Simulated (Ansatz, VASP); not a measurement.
# Re: VASP beside Ansatz

INCAR

```
ALGO = Normal
EDIFF = 1E-6
ENCUT = 520
GGA = RP
ISIF = 2
ISMEAR = -1
LASPH = T
LCHARG = T
LELF = T
LREAL = F
LVHAR = T
LWAVE = F
NBANDS = 14
NELM = 100
PREC = Accurate
SIGMA = 0.1
```

File KPOINTS:

```
k-points
0
Gamma
  11 11 11
```

POSCAR

```
Re
1.0
    0.0000000000      2.9126373527      2.9126373527
    2.9126373527      0.0000000000      2.9126373527
    2.9126373527      2.9126373527      0.0000000000
Re
2
Direct
    0.1250000000      0.1250000000      0.1250000000
    0.8750000000      0.8750000000      0.8750000000
```

Input for Ansatz:

```yaml
crystal:
  lattice:
    - [0.0, 2.9126373527, 2.9126373527]
    - [2.9126373527, 0.0, 2.9126373527]
    - [2.9126373527, 2.9126373527, 0.0]
  atoms:
    - { symbol: Re, position: [0.125, 0.125, 0.125] }
    - { symbol: Re, position: [0.875, 0.875, 0.875] }
hamiltonian:
  xc: rpbe
  pseudopotentials:
    kind: paw
    azcp:
      Re: "pseudopotentials/Re.paw.azcp"
basis:
  ecutwfc: 420
  fft_grid_basis: typed
kpoints:
  mp_grid: { grid: [11, 11, 11], shift: [0, 0, 0] }
magnetization:
  spin_polarized: false
scf:
  occupations: { method: fermi_dirac, width: 0.1 }
  lower_state_search: "off"
output:
  stress: true
```

Alike in both runs: task single point; functional RPBE; k mesh 11 × 11 × 11; occupations fermi-dirac, width 0.1 eV; no spin polarisation.

```csv
,VASP,Ansatz
version,VASP 6.6.1,Ansatz 0.2.0
potentials or method,"VASP PAW PBE potentials, release 64 (Re), cutoff 520 eV","plane waves (420 eV) with PAW, scalar-relativistic"
valence electrons in the cell,14,30
```

VASP gave:

* pressure (GPa): -12.3

Problem. Which values does Ansatz return?

Solution. Pressure (GPa): -11.2.

VASP's potentials were made for PBE, not for RPBE. With one functional, cell and mesh, what is left measures potentials, basis and numerics. VASP's potentials hold 14 valence electrons a cell and Ansatz's 30, so a difference there can come from the potentials and not from the codes.

Spin-orbit coupling is off throughout.
